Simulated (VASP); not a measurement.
# Ta (Fm-3m) in VASP: relaxation of cell and atoms with PBEsol

Aim: the relaxation of cell and atoms of Ta with PBEsol.

Program: VASP 6.6.1. These are calculated values, not measurements. Logs are shortened: lines on timing, memory, paths and dates and some standing lists are left out, and cuts for length are marked.

### Step 1. The cell of the first run

It takes space group Fm-3m (No. 225, cubic). Conventional cell: a = 4.137 Å, b = 4.137 Å, c = 4.137 Å, α = 90.00°, β = 90.00°, γ = 90.00°. Ta (site symmetry m-3m) has 12 Ta at 2.93 Å within 3.9 Å.

This isn't the form of Ta at room conditions, which is bcc.

### Step 2. Relaxation of cell and atoms, PBEsol

File INCAR:

```
PREC = Accurate ; ENCUT = 600
EDIFF = 1E-7 ; ISMEAR = -1
SIGMA = 0.08 ; LREAL = F
LASPH = T ; NELM = 60
ALGO = Normal ; ISIF = 3
LWAVE = F ; LCHARG = F
GGA = PS ; IBRION = 2
NSW = 60 ; EDIFFG = -0.005
```

File KPOINTS:

```
Automatic mesh
0
Gamma
  17 17 17
```

File POSCAR:

```
Ta
1.0
    0.0000000000      2.0686577528      2.0686577528
    2.0686577528      0.0000000000      2.0686577528
    2.0686577528      2.0686577528      0.0000000000
Ta
1
Direct
    0.0000000000      0.0000000000      0.0000000000
```

Potentials or basis: VASP PAW PBE potentials, release 64 (Ta_pv).

Run with:

```sh
cat potpaw_PBE.64/Ta_pv/POTCAR > POTCAR
mpirun -np 1 vasp_std > vasp.out
```

OUTCAR:

```text
PREC = Accurate
   ENCUT = 600
   EDIFF = 1E-7
   ISMEAR = -1
   LREAL = F
   LASPH = T
   NELM = 60
   ISIF = 3
   GGA = PS
   IBRION = 2
   NSW = 60
   EDIFFG = -0.005

 ion  position               nearest neighbor table
   1  0.000  0.000  0.000-

  LATTYP: Found a face centered cubic cell.
 ALAT       =     4.1373155056

  Lattice vectors:

 A1 = (   0.0000000000,   2.0686577528,   2.0686577528)
 A2 = (   2.0686577528,   0.0000000000,   2.0686577528)
 A3 = (   2.0686577528,   2.0686577528,   0.0000000000)

Analysis of symmetry for initial positions (statically):
=====================================================================
 Subroutine PRICEL returns:
 Original cell was already a primitive cell.

 Routine SETGRP: Setting up the symmetry group for a
 face centered cubic supercell.

 Subroutine GETGRP returns: Found 48 space group operations
 (whereof 48 operations were pure point group operations)
 out of a pool of 48 trial point group operations.

The static configuration has the point symmetry O_h .

Analysis of symmetry for dynamics (positions and initial velocities):
=====================================================================
 Subroutine PRICEL returns:
 Original cell was already a primitive cell.

 Routine SETGRP: Setting up the symmetry group for a
 face centered cubic supercell.

 Subroutine GETGRP returns: Found 48 space group operations
 (whereof 48 operations were pure point group operations)
 out of a pool of 48 trial point group operations.

The dynamic configuration has the point symmetry O_h .

 Subroutine INISYM returns: Found 48 space group operations
 (whereof 48 operations are pure point group operations),
 and found     1 'primitive' translations

----------------------------------------------------------------------------------------

                                     Primitive cell

  volume of cell :      17.7050

  direct lattice vectors                    reciprocal lattice vectors
     0.000000000  2.068657753  2.068657753    -0.241702621  0.241702621  0.241702621
     2.068657753  0.000000000  2.068657753     0.241702621 -0.241702621  0.241702621
     2.068657753  2.068657753  0.000000000     0.241702621  0.241702621 -0.241702621

  length of vectors
     2.925523850  2.925523850  2.925523850     0.418641219  0.418641219  0.418641219

  position of ions in fractional coordinates (direct lattice)
     0.000000000  0.000000000  0.000000000

  ion indices of the primitive-cell ions
   primitive index   ion index
                 1           1

----------------------------------------------------------------------------------------

 KPOINTS: Automatic mesh

Automatic generation of k-mesh.
 Grid dimensions read from file:
 generate k-points for:   17   17   17

 Generating k-lattice:

  Cartesian coordinates                     Fractional coordinates (reciprocal lattice)
    -0.014217801  0.014217801  0.014217801     0.058823529  0.000000000  0.000000000
     0.014217801 -0.014217801  0.014217801     0.000000000  0.058823529  0.000000000
     0.014217801  0.014217801 -0.014217801     0.000000000  0.000000000  0.058823529

  Length of vectors
     0.024625954  0.024625954  0.024625954

  Shift w.r.t. Gamma in fractional coordinates (k-lattice)
     0.000000000  0.000000000  0.000000000

 Subroutine IBZKPT returns following result:
 ===========================================

 Found    165 irreducible k-points:

 Following reciprocal coordinates:
            Coordinates               Weight
  0.000000  0.000000  0.000000      1.000000
  0.058824  0.000000  0.000000      8.000000
  0.117647  0.000000  0.000000      8.000000
  0.176471  0.000000  0.000000      8.000000
  0.235294  0.000000  0.000000      8.000000
  0.294118  0.000000  0.000000      8.000000
[... 16 lines left out ...]
 -0.176471  0.058824  0.000000     24.000000
 -0.117647  0.058824  0.000000     24.000000
 [... further k-points ...]
   k-points           NKPTS =    165   k-points in BZ     NKDIM =    165   number of bands    NBANDS=      9
   number of dos      NEDOS =    301   number of ions     NIONS =      1
   total plane-waves  NPLWV =  13824
   dimension x,y,z NGX =    24 NGY =   24 NGZ =   24
   dimension x,y,z NGXF=    48 NGYF=   48 NGZF=   48
   ions per type =               1
   NGX,Y,Z   is equivalent  to a cutoff of  13.64, 13.64, 13.64 a.u.
   NGXF,Y,Z  is equivalent  to a cutoff of  27.28, 27.28, 27.28 a.u.
 SYSTEM =  unknown system
   PREC   = accura    normal or accurate (medium, high low for compatibility)
   ISTART =      0    job   : 0-new  1-cont  2-samecut
   ICHARG =      2    charge: 1-file 2-atom 10-const
   ISPIN  =      1    spin polarized calculation?
   LNONCOLLINEAR =      F non collinear calculations
   LSORBIT =      F    spin-orbit coupling
   LASPH  =      T    aspherical Exc in radial PAW
   ENCUT  =  600.0 eV  44.10 Ry    6.64 a.u.   5.84  5.84  5.84*2*pi/ulx,y,z
   NELM   =     60;   NELMIN=  2; NELMDL= -5     # of ELM steps
   EDIFF  = 0.1E-06   stopping-criterion for ELM
   LREAL  =      F    real-space projection
   EDIFFG = -.5E-02   stopping-criterion for IOM
   NSW    =     60    number of steps for IOM
   IBRION =      2    ionic relax: 0-MD 1-quasi-New 2-CG
   NFREE  =      1    steps in history (QN), initial steepest desc. (CG)
   ISIF   =      3    stress and relaxation
   ISYM   =      2    0-nonsym 1-usesym 2-fastsym
   POTIM  = 0.5000    time-step for ionic-motion
   TEBEG  =    0.0;   TEEND  =   0.0 temperature during run
   PSTRESS=    0.0 pullay stress
   NELECT =      11.0000    total number of electrons
   NUPDOWN=      -1.0000    fix difference up-down
   EMIN   =  10.00;   EMAX   =-10.00  energy-range for DOS
   EFERMI =   0.00;   METHOD = LEGACY
   ISMEAR =    -1;   SIGMA  =   0.08  broadening in eV -4-tet -1-fermi 0-gaus
   EFERMI_NEDOS =   21; number of points for ismear=-14 and -15
   IALGO  =     38    algorithm
   IMIX   =      4    mixing-type and parameters
     AMIX     =   0.40;   BMIX     =  1.00
     AMIX_MAG =   1.60;   BMIX_MAG =  1.00
  volume/ion in A,a.u.               =      17.71       119.48
  Fermi-wavevector in a.u.,A,eV,Ry     =   1.396927  2.639809 26.550482  1.951405
  Thomas-Fermi vector in A             =   2.520233
   LORBIT       =      0    0 simple, 1 ext, 2 COOP (PROOUT), +10 PAW based schemes
   GGA     = PS    functional components
   LHFCALC =     F    Hartree Fock is set to
   AEXX    =    0.0000 exact exchange contribution
   IVDW    =     0    specifies the selected vdW correction
   LEPSILON=     F    determine dielectric tensor
   LRPA    =     F    only Hartree local field effects (RPA)
 conjugate gradient relaxation of ions
 non-spin polarized calculation
  energy-cutoff  :      600.00
  volume of cell :       17.71
 maximum number of plane-waves:       609
   NGX = 11   NGY = 11   NGZ = 11

--------------------------------------- Ionic step        1  -------------------------------------------

 number of electron      11.0000000 magnetization

 Free energy of the ion-electron system (eV)
  ---------------------------------------------------
  ext. energy  EPLUGINS =         0.00000000
  ---------------------------------------------------
  free energy    TOTEN  =       -12.29029375 eV

  energy without entropy =      -12.26624831  energy(sigma->0) =      -12.27827103

------------------------ aborting loop because EDIFF is reached ----------------------------------------

  FORCE on cell =-STRESS in cart. coord.  units (eV):
  Direction    XX          YY          ZZ          XY          YZ          ZX
  --------------------------------------------------------------------------------------
  -------------------------------------------------------------------------------------
  Total        0.6863612      0.6863612      0.6863612      0.0000000     -0.0000000      0.0000000
  in kB       62.1108351     62.1108351     62.1108351      0.0000000     -0.0000000      0.0000000
  external PRESSURE =      62.1108351 kB  Pullay stress =       0.0000000 kB
[... 90 lines left out ...]
  energy  without entropy=      -12.2754433908  energy(sigma->0) =      -12.28776510

--------------------------------------- Ionic step        4  -------------------------------------------

 number of electron      11.0000001 magnetization

 Free energy of the ion-electron system (eV)
  ---------------------------------------------------
  ext. energy  EPLUGINS =         0.00000000
  ---------------------------------------------------
  free energy    TOTEN  =       -12.30009275 eV

  energy without entropy =      -12.27546460  energy(sigma->0) =      -12.28777867

 E-fermi :   5.6156     XC(G=0): -12.6712

 val. band max:        5.5850476550   @ k =   0.1176   0.0000   0.0000
 cond. band min:       5.6466039603   @ k =  -0.3529   0.4118   0.1176
 fundamental gap:      0.0615563052
 Fermi energy:         5.6155741830

 k-point     1 :       0.0000    0.0000    0.0000
  band No.  band energies     occupation
      1     -27.8609      2.00000
      2     -27.8609      2.00000
      3     -27.8609      2.00000
      4      -2.6587      2.00000
      5       6.0320      0.01091
      6       6.0320      0.01091
      7       6.0320      0.01091
      8       9.1449      0.00000
      9       9.1449      0.00000
[... 265 lines left out ...]
 k-point    24 :      -0.1176    0.0588    0.0000
  band No.  band energies     occupation
      1     -28.0889      2.00000
      2     -27.9187      2.00000
      3     -27.8796      2.00000
      4      -1.7836      2.00000
      5       5.3484      1.93152
      6       6.4044      0.00010
      7       6.4148      0.00009
      8       8.5175      0.00000
      9       9.1677      0.00000

 [... further k-points ...]
[... 5 lines left out ...]
  --------------------------------------------------------------------------------------
  -------------------------------------------------------------------------------------
  Total       -0.0004535     -0.0004535     -0.0004535     -0.0000000      0.0000000      0.0000000
  in kB       -0.0398732     -0.0398732     -0.0398732     -0.0000000      0.0000000      0.0000000
  external PRESSURE =      -0.0398732 kB  Pullay stress =       0.0000000 kB
[... 16 lines left out ...]
  FREE ENERGIE OF THE ION-ELECTRON SYSTEM (eV)
  ---------------------------------------------------
  free  energy   TOTEN  =       -12.3000927470 eV

  energy  without entropy=      -12.2754645979  energy(sigma->0) =      -12.28777867

 reached required accuracy - stopping structural energy minimisation
```

Wall time 76 s (1 thread of Intel Xeon Platinum 8259CL at 2.50GHz (Skylake/Cascade Lake), shared host); peak memory 0.17 GiB.

Results:

```yaml
Free_energy: -12.3001 eV
Relaxed_volume: 18.22 Å³/atom
Relaxed_cell: a = 2.954 Å, b = 2.954 Å, c = 2.954 Å, α = 60.00°, β = 60.00°, γ = 60.00°
Space_group_after_relaxing_to_0.1_Å: Fm-3m (No. 225)
Energy_gained_by_relaxing: 9.8 meV/atom
Ionic_steps: 4
Pressure_after_relaxing: 0.0 GPa
Band_gap_on_the_k_mesh: zero (an odd number of electrons rules out a gap without spin polarisation)
```

The path:
```
step  energy change (eV)  largest force (eV/Å)  pressure (GPa)  volume (Å³)
   1              0.0000                0.0000            6.21        17.70
   2              0.0431                0.0000          -12.34        19.52
   3             -0.0098                0.0000           -0.14        18.24
   4             -0.0098                0.0000            0.00        18.22
```

Final structure:
```cif
data_structure
_symmetry_space_group_name_H-M 'P 1'
_symmetry_Int_Tables_number 1
_cell_length_a 2.9538
_cell_length_b 2.9538
_cell_length_c 2.9538
_cell_angle_alpha 60.000
_cell_angle_beta 60.000
_cell_angle_gamma 60.000
_cell_volume 18.22
loop_
_atom_site_label
_atom_site_type_symbol
_atom_site_fract_x
_atom_site_fract_y
_atom_site_fract_z
_atom_site_occupancy
Ta1 Ta 0.00000 0.00000 0.00000 1
```

Levels at points of the mesh, in eV from the Fermi level:
| k point | band 3 | band 4 | band 5 | band 6 | band 7 | band 8 |
| --- | --- | --- | --- | --- | --- | --- |
| (0.00, 0.00, 0.00) | -33.48 | -8.27 | 0.42 | 0.42 | 0.42 | 3.53 |

Caveat: the PAW data sets were made with another functional, which shifts forces and pressure a little; spin-orbit coupling is left out, which moves the levels of the heavy elements.
